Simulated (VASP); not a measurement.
# Mg2Ti3O3 (P-6m2) in VASP: single point with r2SCAN

Aim: the single point of Mg2Ti3O3 with r2SCAN.

All numbers are computed with VASP 6.6.1; they aren't measurements. Logs are shortened: lines on timing, memory, paths and dates and some standing lists are left out, and cuts for length are marked.

## (1) The cell of the first run

The structure is hexagonal, space group P-6m2 (No. 187). The conventional cell has a = 6.536 Å, b = 6.536 Å, c = 2.778 Å, α = 90.00°, β = 90.00°, γ = 120.00°. Mg (site symmetry -6m2) has 6 Ti at 2.71 Å and 2 Mg at 2.78 Å and 6 O at 3.27 Å within 3.6 Å. Within 3.1 Å of Mg (site symmetry -6m2) lie 6 O at 2.33 Å and 2 Mg at 2.78 Å. Within 2.9 Å of Ti (site symmetry mm2) lie 4 O at 2.22 Å and 4 Ti at 2.51 to 2.78 Å and 2 Mg at 2.71 Å. Within 2.9 Å of O (site symmetry mm2) lie 4 Ti at 2.22 Å and 2 Mg at 2.33 Å and 2 O at 2.78 Å.

## (2) Single point, r2SCAN

POSCAR reads:

```
Mg2Ti3O3
1.0
    6.5364034522      0.0000000000      0.0000000000
   -3.2682017261      5.6606914390      0.0000000000
    0.0000000000      0.0000000000      2.7784274654
Mg Ti O
2 3 3
Direct
    0.0000000000      0.0000000000      0.5000000000
    0.6666666667      0.3333333333      0.0000000000
    0.5896036890      0.7948018445      0.0000000000
    0.2051981555      0.7948018445      0.0000000000
    0.2051981555      0.4103963110      0.0000000000
    0.9960983457      0.4980491729      0.5000000000
    0.5019508271      0.4980491729      0.5000000000
    0.5019508271      0.0039016543      0.5000000000
```

INCAR.step1 reads:

```
SYSTEM = Mg2Ti3O3
  PREC = Accurate
  ENCUT = 520
  ISMEAR = 0
  SIGMA = 0.1
  LREAL = .FALSE.
  LASPH = .TRUE.
  NELM = 80
  NBANDS = 39
  GGA = PE
  ALGO = Normal
  EDIFF = 1E-4
  LWAVE = .TRUE.
  LCHARG = .FALSE.
```

INCAR.step2 reads:

```
SYSTEM = Mg2Ti3O3
  PREC = Accurate
  ENCUT = 520
  EDIFF = 1E-7
  ISMEAR = 0
  SIGMA = 0.1
  LREAL = .FALSE.
  LASPH = .TRUE.
  NELM = 80
  ALGO = Normal
  ISIF = 2
  LWAVE = .FALSE.
  LCHARG = .FALSE.
  METAGGA = R2SCAN
  LMIXTAU = .TRUE.
  NBANDS = 39
  ISTART = 1
```

KPOINTS reads:

```
regular mesh
0
G
  6 6 12
  0 0 0
```

Potentials or basis: VASP PAW PBE potentials, release 64 (Mg, Ti_sv, O).

On the command line:

```console
> cat potpaw_PBE.64/Mg/POTCAR potpaw_PBE.64/Ti_sv/POTCAR potpaw_PBE.64/O/POTCAR > POTCAR
> cp INCAR.step1 INCAR
> mpirun -np 1 vasp_std > vasp.out
> cp INCAR.step2 INCAR
> mpirun -np 1 vasp_std > vasp.out
```

OUTCAR:

```text
SYSTEM = Mg2Ti3O3
   PREC = Accurate
   ENCUT = 520
   EDIFF = 1E-7
   ISMEAR = 0
   LREAL = .FALSE.
   LASPH = .TRUE.
   NELM = 80
   ISIF = 2
   METAGGA = R2SCAN
   ISTART = 1

 ion  position               nearest neighbor table
   1  0.000  0.000  0.500-   3 2.71   4 2.71   3 2.71   4 2.71   5 2.71   5 2.71
   2  0.667  0.333  0.000-   6 2.33   6 2.33   8 2.33   8 2.33   7 2.33   7 2.33
   3  0.590  0.795  0.000-   7 2.22   7 2.22   8 2.22   8 2.22   4 2.51   5 2.51   1 2.71   1 2.71

   4  0.205  0.795  0.000-   8 2.22   8 2.22   6 2.22   6 2.22   3 2.51   5 2.51   1 2.71   1 2.71

   5  0.205  0.410  0.000-   7 2.22   7 2.22   6 2.22   6 2.22   3 2.51   4 2.51   1 2.71   1 2.71

   6  0.996  0.498  0.500-   4 2.22   4 2.22   5 2.22   5 2.22   2 2.33   2 2.33
   7  0.502  0.498  0.500-   5 2.22   5 2.22   3 2.22   3 2.22   2 2.33   2 2.33
   8  0.502  0.004  0.500-   4 2.22   4 2.22   3 2.22   3 2.22   2 2.33   2 2.33

  LATTYP: Found a hexagonal cell.
 ALAT       =     6.5364034522
 C/A-ratio  =     0.4250697629

  Lattice vectors:

 A1 = (   6.5364034522,   0.0000000000,   0.0000000000)
 A2 = (  -3.2682017261,   5.6606914390,   0.0000000000)
 A3 = (   0.0000000000,   0.0000000000,   2.7784274654)

Analysis of symmetry for initial positions (statically):
=====================================================================
 Subroutine PRICEL returns:
 Original cell was already a primitive cell.

 Routine SETGRP: Setting up the symmetry group for a
 hexagonal supercell.

 Subroutine GETGRP returns: Found 12 space group operations
 (whereof 12 operations were pure point group operations)
 out of a pool of 24 trial point group operations.

The static configuration has the point symmetry D_3h.

Analysis of symmetry for dynamics (positions and initial velocities):
=====================================================================
 Subroutine PRICEL returns:
 Original cell was already a primitive cell.

 Routine SETGRP: Setting up the symmetry group for a
 hexagonal supercell.

 Subroutine GETGRP returns: Found 12 space group operations
 (whereof 12 operations were pure point group operations)
 out of a pool of 24 trial point group operations.

The dynamic configuration has the point symmetry D_3h.

 Subroutine INISYM returns: Found 12 space group operations
 (whereof 12 operations are pure point group operations),
 and found     1 'primitive' translations

----------------------------------------------------------------------------------------

                                     Primitive cell

  volume of cell :     102.8034

  direct lattice vectors                    reciprocal lattice vectors
     6.536403452  0.000000000  0.000000000     0.152989332  0.088328432  0.000000000
    -3.268201726  5.660691439  0.000000000     0.000000000  0.176656864  0.000000000
     0.000000000  0.000000000  2.778427465     0.000000000  0.000000000  0.359915820

  length of vectors
     6.536403452  6.536403452  2.778427465     0.176656864  0.176656864  0.359915820

  position of ions in fractional coordinates (direct lattice)
     0.000000000  0.000000000  0.500000000
     0.666666667  0.333333333  0.000000000
     0.589603689  0.794801845  0.000000000
     0.205198155  0.794801845  0.000000000
     0.205198155  0.410396311  0.000000000
     0.996098346  0.498049173  0.500000000
     0.501950827  0.498049173  0.500000000
     0.501950827  0.003901654  0.500000000

  ion indices of the primitive-cell ions
   primitive index   ion index
                 1           1
                 2           2
                 3           3
                 4           4
                 5           5
                 6           6
                 7           7
                 8           8

----------------------------------------------------------------------------------------

 KPOINTS: regular mesh

Automatic generation of k-mesh.
 Grid dimensions read from file:
 generate k-points for:    6    6   12

 Generating k-lattice:

  Cartesian coordinates                     Fractional coordinates (reciprocal lattice)
     0.025498222  0.014721405  0.000000000     0.166666667  0.000000000  0.000000000
     0.000000000  0.029442811  0.000000000     0.000000000  0.166666667  0.000000000
     0.000000000  0.000000000  0.029992985     0.000000000  0.000000000  0.083333333

  Length of vectors
     0.029442811  0.029442811  0.029992985

  Shift w.r.t. Gamma in fractional coordinates (k-lattice)
     0.000000000  0.000000000  0.000000000

 Subroutine IBZKPT returns following result:
 ===========================================

 Found     49 irreducible k-points:

 Following reciprocal coordinates:
            Coordinates               Weight
  0.000000  0.000000  0.000000      1.000000
  0.166667 -0.000000  0.000000      6.000000
  0.333333  0.000000  0.000000      6.000000
  0.500000 -0.000000  0.000000      3.000000
  0.166667  0.166667  0.000000      6.000000
  0.333333  0.166667  0.000000     12.000000
[... 16 lines left out ...]
  0.166667 -0.000000  0.250000     12.000000
  0.333333  0.000000  0.250000     12.000000
 [... further k-points ...]
   k-points           NKPTS =     49   k-points in BZ     NKDIM =     49   number of bands    NBANDS=     39
   number of dos      NEDOS =    301   number of ions     NIONS =      8
   total plane-waves  NPLWV =  60000
   dimension x,y,z NGX =    50 NGY =   50 NGZ =   24
   dimension x,y,z NGXF=   100 NGYF=  100 NGZF=   48
   ions per type =               2   3   3
   NGX,Y,Z   is equivalent  to a cutoff of  12.72, 12.72, 14.36 a.u.
   NGXF,Y,Z  is equivalent  to a cutoff of  25.43, 25.43, 28.72 a.u.
 SYSTEM =  Mg2Ti3O3
   PREC   = accura    normal or accurate (medium, high low for compatibility)
   ISTART =      1    job   : 0-new  1-cont  2-samecut
   ICHARG =      0    charge: 1-file 2-atom 10-const
   ISPIN  =      1    spin polarized calculation?
   LNONCOLLINEAR =      F non collinear calculations
   LSORBIT =      F    spin-orbit coupling
   LASPH  =      T    aspherical Exc in radial PAW
   ENCUT  =  520.0 eV  38.22 Ry    6.18 a.u.  12.15 12.15  5.17*2*pi/ulx,y,z
   NELM   =     80;   NELMIN=  2; NELMDL=  0     # of ELM steps
   EDIFF  = 0.1E-06   stopping-criterion for ELM
   LREAL  =      F    real-space projection
   EDIFFG = 0.1E-05   stopping-criterion for IOM
   NSW    =      0    number of steps for IOM
   IBRION =     -1    ionic relax: 0-MD 1-quasi-New 2-CG
   NFREE  =      0    steps in history (QN), initial steepest desc. (CG)
   ISIF   =      2    stress and relaxation
   ISYM   =      2    0-nonsym 1-usesym 2-fastsym
   POTIM  = 0.5000    time-step for ionic-motion
   TEBEG  =    0.0;   TEEND  =   0.0 temperature during run
   PSTRESS=    0.0 pullay stress
   NELECT =      58.0000    total number of electrons
   NUPDOWN=      -1.0000    fix difference up-down
   EMIN   =  10.00;   EMAX   =-10.00  energy-range for DOS
   EFERMI =   0.00;   METHOD = LEGACY
   ISMEAR =     0;   SIGMA  =   0.10  broadening in eV -4-tet -1-fermi 0-gaus
   EFERMI_NEDOS =   21; number of points for ismear=-14 and -15
   IALGO  =     38    algorithm
   IMIX   =      4    mixing-type and parameters
     AMIX     =   0.40;   BMIX     =  1.00
     AMIX_MAG =   1.60;   BMIX_MAG =  1.00
  volume/ion in A,a.u.               =      12.85        86.72
  Fermi-wavevector in a.u.,A,eV,Ry     =   1.352742  2.556312 24.897456  1.829911
  Thomas-Fermi vector in A             =   2.480056
   LORBIT       =      0    0 simple, 1 ext, 2 COOP (PROOUT), +10 PAW based schemes
   METAGGA = R2SCAN    functional components
   LHFCALC =     F    Hartree Fock is set to
   AEXX    =    0.0000 exact exchange contribution
   IVDW    =     0    specifies the selected vdW correction
   LEPSILON=     F    determine dielectric tensor
   LRPA    =     F    only Hartree local field effects (RPA)
 non-spin polarized calculation
 Gauss-broadening in eV      SIGMA  =   0.10
  energy-cutoff  :      520.00
  volume of cell :      102.80
 maximum number of plane-waves:      2790
 NGX is ok and might be reduce to    50
   NGX = 25   NGY = 25   NGZ = 11

 number of electron      57.9999999 magnetization

 Free energy of the ion-electron system (eV)
  ---------------------------------------------------
  ext. energy  EPLUGINS =         0.00000000
  ---------------------------------------------------
  free energy    TOTEN  =       -76.49848770 eV

  energy without entropy =      -76.46797605  energy(sigma->0) =      -76.48323187

 E-fermi :   7.3504     XC(G=0): -11.5936

 val. band max:        7.3304933690   @ k =   0.3333   0.3333   0.5000
 cond. band min:       7.3562959540   @ k =   0.5000  -0.0000   0.3333
 fundamental gap:      0.0258025850
 Fermi energy:         7.3503875630

 k-point     1 :       0.0000    0.0000    0.0000
  band No.  band energies     occupation
      1     -52.1885      2.00000
      2     -52.0221      2.00000
      3     -52.0221      2.00000
      4     -27.8162      2.00000
      5     -27.6995      2.00000
      6     -27.6995      2.00000
[... 31 lines left out ...]
     38      10.0543      0.00000
     39      10.2160      0.00000

 k-point     2 :       0.1667   -0.0000    0.0000
  band No.  band energies     occupation
      1     -52.1884      2.00000
      2     -52.0222      2.00000
      3     -52.0221      2.00000
      4     -27.8142      2.00000
      5     -27.6993      2.00000
      6     -27.6984      2.00000
[... 913 lines left out ...]
     38      10.1802      0.00000
     39      10.3000      0.00000

 k-point    24 :       0.3333    0.0000    0.2500
  band No.  band energies     occupation
      1     -52.1494      2.00000
      2     -51.9863      2.00000
      3     -51.9860      2.00000
      4     -27.7642      2.00000
      5     -27.6339      2.00000
      6     -27.6315      2.00000
[... 31 lines left out ...]
     38      10.0916      0.00000
     39      10.3272      0.00000

 [... further k-points ...]

------------------------ aborting loop because EDIFF is reached ----------------------------------------

  FORCE on cell =-STRESS in cart. coord.  units (eV):
  Direction    XX          YY          ZZ          XY          YZ          ZX
  --------------------------------------------------------------------------------------
  -------------------------------------------------------------------------------------
  Total       -1.0159050     -1.0159050     -2.1142916      0.0000000      0.0000000      0.0000000
  in kB      -15.8327475    -15.8327475    -32.9509592      0.0000000      0.0000000      0.0000000
  external PRESSURE =     -21.5388181 kB  Pullay stress =       0.0000000 kB

 VOLUME and BASIS-vectors are now :
 -----------------------------------------------------------------------------
  energy-cutoff  :      520.00
  volume of cell :      102.80
      direct lattice vectors                 reciprocal lattice vectors
     6.536403452  0.000000000  0.000000000     0.152989332  0.088328432  0.000000000
    -3.268201726  5.660691439  0.000000000     0.000000000  0.176656864  0.000000000
     0.000000000  0.000000000  2.778427465     0.000000000  0.000000000  0.359915820

 POSITION                                       TOTAL-FORCE (eV/Angst)
 -----------------------------------------------------------------------------------
      0.00000      0.00000      1.38921        -0.000000      0.000000     -0.000000
      3.26820      1.88690      0.00000        -0.000000      0.000000     -0.000000
      1.25631      4.49913      0.00000         0.142501      0.082273      0.000000
     -1.25631      4.49913      0.00000        -0.142501      0.082273      0.000000
      0.00000      2.32313      0.00000        -0.000000     -0.164545     -0.000000
      4.88318      2.81930      1.38921        -0.021747     -0.012556     -0.000000
      1.65323      2.81930      1.38921         0.021747     -0.012556     -0.000000
      3.26820      0.02209      1.38921        -0.000000      0.025111     -0.000000
 -----------------------------------------------------------------------------------
    total drift:                               -0.000020      0.000012     -0.000000

  FREE ENERGIE OF THE ION-ELECTRON SYSTEM (eV)
  ---------------------------------------------------
  free  energy   TOTEN  =       -76.4984876964 eV

  energy  without entropy=      -76.4679760454  energy(sigma->0) =      -76.48323187
```

Run time: 12 min. Hardware: 1 thread of Intel Xeon 6975P-C, shared host; peak memory 0.36 GiB.

What came out:

* Free energy: -76.4985 eV
* Pressure: -2.2 GPa
* Largest force: 0.165 eV/Å
* Band gap on the k mesh: zero (band 29 reaches 7.79 eV, above the bottom of band 30 at 7.03 eV)

Forces on the atoms (eV/Å):
```
Mg   0.000  0.000  0.000
Mg   0.000  0.000  0.000
Ti   0.143  0.082  0.000
Ti  -0.143  0.082  0.000
Ti   0.000 -0.165  0.000
O   -0.022 -0.013  0.000
O    0.022 -0.013  0.000
O    0.000  0.025  0.000
```

Stress tensor (GPa, compression positive):
```
-1.58  0.00  0.00
 0.00 -1.58  0.00
 0.00  0.00 -3.30
```

Caveat: the PAW data sets were made with another functional, which shifts forces and pressure a little.
